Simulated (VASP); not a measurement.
# Ag (Cmcm) in VASP: single point with PBEsol

Aim: the single point of Ag with PBEsol.

Everything below comes from runs of VASP 6.6.1. Logs are shortened: lines on timing, memory, paths and dates and some standing lists are left out, and cuts for length are marked.

### Step 1. The cell of the first run

The structure is orthorhombic, space group Cmcm (No. 63). The conventional cell has a = 4.683 Å, b = 3.311 Å, c = 4.683 Å, α = 90.00°, β = 90.00°, γ = 90.00°. Ag (site symmetry m2m) has 14 Ag at 2.83 to 3.31 Å within 3.7 Å.

### Step 2. Single point, PBEsol (atoms displaced along a vibrational mode)

The input, INCAR:

```
PREC = Accurate ; ENCUT = 520
EDIFF = 1E-6 ; ISMEAR = 0
SIGMA = 0.15 ; LREAL = False
LASPH = True ; NELM = 80
ALGO = Fast ; ISIF = 2
LWAVE = False ; LCHARG = False
GGA = PS ; NBANDS = 18
```

The input, KPOINTS:

```
regular mesh
0
Gamma
  18 18 10
```

The input, POSCAR:

```
Ag
1.0
   -1.6556540000      1.6556540000      1.6556540000
    1.6556540000     -1.6556540000      1.6556540000
    3.3113080000      3.3113080000      0.0000000000
Ag
2
Direct
    0.0113248299      0.0113248299      0.0000000000
    0.4886751701      0.4886751701      0.5000000000
```

Potentials or basis: VASP PAW PBE potentials, release 64 (Ag).

Started as:

```console
> cat potpaw_PBE.64/Ag/POTCAR > POTCAR
> mpirun -np 1 vasp_std > vasp.out
```

OUTCAR:

```text
PREC = Accurate
   ENCUT = 520
   EDIFF = 1E-6
   ISMEAR = 0
   LREAL = False
   LASPH = True
   NELM = 80
   ISIF = 2
   GGA = PS

 ion  position               nearest neighbor table
   1  0.011  0.011  0.000-   2 2.83   2 2.83   2 2.91   2 2.91   2 3.31   2 3.31   2 3.31   2 3.31

   2  0.489  0.489  0.500-   1 2.83   1 2.83   1 2.91   1 2.91   1 3.31   1 3.31   1 3.31   1 3.31

  LATTYP: Found a base centered orthorhombic cell.
 ALAT       =     3.3113080000
 B/A-ratio  =     1.4142135624
 C/A-ratio  =     1.4142135624

  Lattice vectors:

 A1 = (  -1.6556540000,   1.6556540000,   1.6556540000)
 A2 = (   1.6556540000,  -1.6556540000,   1.6556540000)
 A3 = (   3.3113080000,   3.3113080000,   0.0000000000)

Analysis of symmetry for initial positions (statically):
=====================================================================
 Subroutine PRICEL returns:
 Original cell was already a primitive cell.

 Routine SETGRP: Setting up the symmetry group for a
 base centered orthorhombic supercell.

 Subroutine GETGRP returns: Found  8 space group operations
 (whereof  4 operations were pure point group operations)
 out of a pool of  8 trial point group operations.

The static configuration has the point symmetry C_2v.
 The point group associated with its full space group is D_2h.

Analysis of symmetry for dynamics (positions and initial velocities):
=====================================================================
 Subroutine PRICEL returns:
 Original cell was already a primitive cell.

 Routine SETGRP: Setting up the symmetry group for a
 base centered orthorhombic supercell.

 Subroutine GETGRP returns: Found  8 space group operations
 (whereof  4 operations were pure point group operations)
 out of a pool of  8 trial point group operations.

The dynamic configuration has the point symmetry C_2v.
 The point group associated with its full space group is D_2h.

 Subroutine INISYM returns: Found  8 space group operations
 (whereof  4 operations are pure point group operations),
 and found     1 'primitive' translations

----------------------------------------------------------------------------------------

                                     Primitive cell

  volume of cell :      36.3077

  direct lattice vectors                    reciprocal lattice vectors
    -1.655654000  1.655654000  1.655654000    -0.150997733  0.150997733  0.301995465
     1.655654000 -1.655654000  1.655654000     0.150997733 -0.150997733  0.301995465
     3.311308000  3.311308000  0.000000000     0.150997733  0.150997733  0.000000000

  length of vectors
     2.867676848  2.867676848  4.682896683     0.369867397  0.369867397  0.213543041

  position of ions in fractional coordinates (direct lattice)
     0.011324830  0.011324830  0.000000000
     0.488675170  0.488675170  0.500000000

  ion indices of the primitive-cell ions
   primitive index   ion index
                 1           1
                 2           2

----------------------------------------------------------------------------------------

 KPOINTS: regular mesh

Automatic generation of k-mesh.
 Grid dimensions read from file:
 generate k-points for:   18   18   10

 Generating k-lattice:

  Cartesian coordinates                     Fractional coordinates (reciprocal lattice)
    -0.008388763  0.008388763  0.016777526     0.055555556  0.000000000  0.000000000
     0.008388763 -0.008388763  0.016777526     0.000000000  0.055555556  0.000000000
     0.015099773  0.015099773  0.000000000     0.000000000  0.000000000  0.100000000

  Length of vectors
     0.020548189  0.020548189  0.021354304

  Shift w.r.t. Gamma in fractional coordinates (k-lattice)
     0.000000000  0.000000000  0.000000000

 Subroutine IBZKPT returns following result:
 ===========================================

 Found    546 irreducible k-points:

 Following reciprocal coordinates:
            Coordinates               Weight
  0.000000  0.000000  0.000000      1.000000
  0.055556  0.000000  0.000000      4.000000
  0.111111  0.000000  0.000000      4.000000
  0.166667  0.000000  0.000000      4.000000
  0.222222  0.000000  0.000000      4.000000
  0.277778  0.000000  0.000000      4.000000
[... 16 lines left out ...]
 -0.277778  0.055556  0.000000      4.000000
 -0.222222  0.055556  0.000000      4.000000
 [... further k-points ...]
   k-points           NKPTS =    546   k-points in BZ     NKDIM =    546   number of bands    NBANDS=     18
   number of dos      NEDOS =    301   number of ions     NIONS =      2
   total plane-waves  NPLWV =  20736
   dimension x,y,z NGX =    24 NGY =   24 NGZ =   36
   dimension x,y,z NGXF=    48 NGYF=   48 NGZF=   72
   ions per type =               2
   NGX,Y,Z   is equivalent  to a cutoff of  13.91, 13.91, 12.78 a.u.
   NGXF,Y,Z  is equivalent  to a cutoff of  27.83, 27.83, 25.56 a.u.
 SYSTEM =  unknown system
   PREC   = accura    normal or accurate (medium, high low for compatibility)
   ISTART =      0    job   : 0-new  1-cont  2-samecut
   ICHARG =      2    charge: 1-file 2-atom 10-const
   ISPIN  =      1    spin polarized calculation?
   LNONCOLLINEAR =      F non collinear calculations
   LSORBIT =      F    spin-orbit coupling
   LASPH  =      T    aspherical Exc in radial PAW
   ENCUT  =  520.0 eV  38.22 Ry    6.18 a.u.   5.33  5.33  8.71*2*pi/ulx,y,z
   NELM   =     80;   NELMIN=  2; NELMDL= -5     # of ELM steps
   EDIFF  = 0.1E-05   stopping-criterion for ELM
   LREAL  =      F    real-space projection
   EDIFFG = 0.1E-04   stopping-criterion for IOM
   NSW    =      0    number of steps for IOM
   IBRION =     -1    ionic relax: 0-MD 1-quasi-New 2-CG
   NFREE  =      0    steps in history (QN), initial steepest desc. (CG)
   ISIF   =      2    stress and relaxation
   ISYM   =      2    0-nonsym 1-usesym 2-fastsym
   POTIM  = 0.5000    time-step for ionic-motion
   TEBEG  =    0.0;   TEEND  =   0.0 temperature during run
   PSTRESS=    0.0 pullay stress
   NELECT =      22.0000    total number of electrons
   NUPDOWN=      -1.0000    fix difference up-down
   EMIN   =  10.00;   EMAX   =-10.00  energy-range for DOS
   EFERMI =   0.00;   METHOD = LEGACY
   ISMEAR =     0;   SIGMA  =   0.15  broadening in eV -4-tet -1-fermi 0-gaus
   EFERMI_NEDOS =   21; number of points for ismear=-14 and -15
   IALGO  =     68    algorithm
   IMIX   =      4    mixing-type and parameters
     AMIX     =   0.40;   BMIX     =  1.00
     AMIX_MAG =   1.60;   BMIX_MAG =  1.00
  volume/ion in A,a.u.               =      18.15       122.51
  Fermi-wavevector in a.u.,A,eV,Ry     =   1.385318  2.617871 26.111022  1.919106
  Thomas-Fermi vector in A             =   2.509739
   LORBIT       =      0    0 simple, 1 ext, 2 COOP (PROOUT), +10 PAW based schemes
   GGA     = PS    functional components
   LHFCALC =     F    Hartree Fock is set to
   AEXX    =    0.0000 exact exchange contribution
   IVDW    =     0    specifies the selected vdW correction
   LEPSILON=     F    determine dielectric tensor
   LRPA    =     F    only Hartree local field effects (RPA)
 non-spin polarized calculation
 RMM-DIIS sequential band-by-band and
 Gauss-broadening in eV      SIGMA  =   0.15
  energy-cutoff  :      520.00
  volume of cell :       36.31
 maximum number of plane-waves:       993
 NGX is ok and might be reduce to    24
   NGX = 11   NGY = 11   NGZ = 17

 number of electron      22.0000005 magnetization

 Free energy of the ion-electron system (eV)
  ---------------------------------------------------
  ext. energy  EPLUGINS =         0.00000000
  ---------------------------------------------------
  free energy    TOTEN  =        -6.46981887 eV

  energy without entropy =       -6.46231945  energy(sigma->0) =       -6.46606916

 E-fermi :   7.4124     XC(G=0): -12.0405

 val. band max:        7.4110891998   @ k =   0.3889   0.0000   0.4000
 cond. band min:       7.4152541516   @ k =   0.5000   0.0000   0.4000
 fundamental gap:      0.0041649518
 Fermi energy:         7.4124037708

 k-point     1 :       0.0000    0.0000    0.0000
  band No.  band energies     occupation
      1       0.0212      2.00000
      2       1.3824      2.00000
      3       2.0287      2.00000
      4       2.7249      2.00000
      5       2.7302      2.00000
      6       2.7362      2.00000
[... 10 lines left out ...]
     17      25.1189      0.00000
     18      25.1252      0.00000

 k-point     2 :       0.0556    0.0000    0.0000
  band No.  band energies     occupation
      1       0.0944      2.00000
      2       1.4251      2.00000
      3       2.0444      2.00000
      4       2.7151      2.00000
      5       2.7320      2.00000
      6       2.7698      2.00000
[... 10 lines left out ...]
     17      25.0239      0.00000
     18      25.1752      0.00000

 k-point     3 :       0.1111    0.0000    0.0000
  band No.  band energies     occupation
      1       0.3088      2.00000
      2       1.5438      2.00000
      3       2.0912      2.00000
      4       2.6799      2.00000
      5       2.7183      2.00000
      6       2.8970      2.00000
[... 10 lines left out ...]
     17      24.7523      0.00000
     18      25.3304      0.00000

 k-point     4 :       0.1667    0.0000    0.0000
  band No.  band energies     occupation
      1       0.6469      2.00000
      2       1.7061      2.00000
      3       2.1729      2.00000
      4       2.6268      2.00000
      5       2.6909      2.00000
      6       3.1125      2.00000
[... 375 lines left out ...]
      4       2.4551      2.00000
      5       2.5764      2.00000
      6       2.6821      2.00000
[... 10 lines left out ...]
     17      21.8210      0.00000
     18      22.9337      0.00000

 k-point    23 :      -0.2778    0.0556    0.0000
  band No.  band energies     occupation
      1       1.4229      2.00000
      2       2.0009      2.00000
      3       2.4346      2.00000
      4       2.4746      2.00000
      5       2.5205      2.00000
      6       2.8963      2.00000
[... 10 lines left out ...]
     17      22.6707      0.00000
     18      22.9337      0.00000

 k-point    24 :      -0.2222    0.0556    0.0000
  band No.  band energies     occupation
      1       0.9773      2.00000
      2       1.8533      2.00000
      3       2.3385      2.00000
      4       2.5544      2.00000
      5       2.5902      2.00000
      6       3.1548      2.00000
[... 10 lines left out ...]
     17      22.8069      0.00000
     18      24.3185      0.00000

 [... further k-points ...]

------------------------ aborting loop because EDIFF is reached ----------------------------------------

  FORCE on cell =-STRESS in cart. coord.  units (eV):
  Direction    XX          YY          ZZ          XY          YZ          ZX
  --------------------------------------------------------------------------------------
  -------------------------------------------------------------------------------------
  Total       -1.6633573     -1.6633573     -1.6762529     -0.0128640      0.0000000      0.0000000
  in kB      -73.4002248    -73.4002248    -73.9692790     -0.5676574      0.0000000      0.0000000
  external PRESSURE =     -73.5899095 kB  Pullay stress =       0.0000000 kB

 VOLUME and BASIS-vectors are now :
 -----------------------------------------------------------------------------
  energy-cutoff  :      520.00
  volume of cell :       36.31
      direct lattice vectors                 reciprocal lattice vectors
    -1.655654000  1.655654000  1.655654000    -0.150997733  0.150997733  0.301995465
     1.655654000 -1.655654000  1.655654000     0.150997733 -0.150997733  0.301995465
     3.311308000  3.311308000  0.000000000     0.150997733  0.150997733  0.000000000

 POSITION                                       TOTAL-FORCE (eV/Angst)
 -----------------------------------------------------------------------------------
      0.00000      0.00000      0.03750         0.000000      0.000000     -0.137570
      1.65565      1.65565      1.61815        -0.000000     -0.000000      0.137570
 -----------------------------------------------------------------------------------
    total drift:                                0.000000      0.000000     -0.000000

  FREE ENERGIE OF THE ION-ELECTRON SYSTEM (eV)
  ---------------------------------------------------
  free  energy   TOTEN  =        -6.4698188717 eV

  energy  without entropy=       -6.4623194540  energy(sigma->0) =       -6.46606916
```

It took 85 s on 1 thread of Intel Xeon 6975P-C (Granite Rapids), shared host; peak memory 0.38 GiB.

What came out:

```
Free energy            : -6.4698 eV
Pressure               : -7.4 GPa
Largest force          : 0.138 eV/Å
Band gap on the k mesh : zero (bands 11 and 12 overlap by 7.90 eV)
```

Forces on the atoms (eV/Å):
```
Ag   0.000  0.000 -0.138
Ag   0.000  0.000  0.138
```

Caveat: the cell differs from its parent crystal (atoms displaced along a vibrational mode); the cell stands under tension; the PAW data sets were made with another functional, which shifts forces and pressure a little.
